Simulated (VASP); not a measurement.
Here is a VASP 6.6.1 calculation.

File INCAR:

```
SYSTEM = AlGa2Sb3
PREC     = Accurate       ! precision mode
ENCUT    = 600            ! plane-wave cutoff, eV
EDIFF    = 1E-6           ! SCF threshold, eV
ISMEAR   = 0              ! smearing method
SIGMA    = 0.1            ! smearing width, eV
LREAL    = .FALSE.        ! projectors in reciprocal space
LASPH    = .TRUE.         ! aspherical terms in the spheres
NELM     = 80             ! most SCF steps
ALGO     = Normal         ! electronic algorithm
ISIF     = 3              ! what is computed and relaxed
LWAVE    = .FALSE.        ! write WAVECAR
LCHARG   = .FALSE.        ! write CHGCAR
GGA      = PE             ! functional
IBRION   = 2              ! ionic algorithm
NSW      = 100            ! ionic steps
EDIFFG   = -0.01          ! ionic threshold
```

The input KPOINTS:

```
regular mesh
0
G
  6 6 6
  0 0 0
```

The input POSCAR:

```
AlGa2Sb3
1.0
    3.3211109290      1.9174442888      4.1163458466
   -3.3211109290      1.9174442888      4.1163458466
    0.0000000000     -3.8348885777      4.1163458466
Al Ga Sb
1 2 3
Direct
    0.5000000000      0.5000000000      0.5000000000
    0.1217750609      0.1217750609      0.1217750609
    0.8782249391      0.8782249391      0.8782249391
    0.5000000000      0.5000000000      0.0000000000
    0.0000000000      0.5000000000      0.5000000000
    0.5000000000      0.0000000000      0.5000000000
```

Potentials or basis: VASP PAW PBE potentials, release 64 (Al, Ga_d, Sb).

Command:

```bash
$ cat potpaw_PBE.64/Al/POTCAR potpaw_PBE.64/Ga_d/POTCAR potpaw_PBE.64/Sb/POTCAR > POTCAR
$ mpirun -np 1 vasp_std > vasp.out
```

Estimate the band gap on the k mesh.

zero (band 22 reaches 7.94 eV, above the bottom of band 23 at 5.63 eV).

Predict the relaxed cell.

a = 5.620 Å, b = 5.620 Å, c = 5.620 Å, α = 72.62°, β = 72.62°, γ = 72.62°.

What does it give for the relaxed volume?

26.22 Å³/atom.

The path:
```
step  energy change (eV)  largest force (eV/Å)  pressure (GPa)  volume (Å³)
   1              0.0000                0.0269            0.03       157.28
   2             -0.0003                0.0235           -0.02       157.41
   3             -0.0004                0.0205           -0.06       157.54
   4             -0.0004                0.0143           -0.13       157.79
   5             -0.0005                0.0192           -0.07       157.64
   6             -0.0006                0.0168            0.00       157.36
   7             -0.0006                0.0163            0.04       157.29
   8             -0.0006                0.0168            0.00       157.31
   9             -0.0006                0.0145            0.03       157.30
  10             -0.0006                0.0184            0.02       157.31
  11             -0.0007                0.0119            0.01       157.30
  12             -0.0007                0.0057            0.01       157.30
```

Caveat: spin-orbit coupling is left out, which moves the levels of the heavy elements.
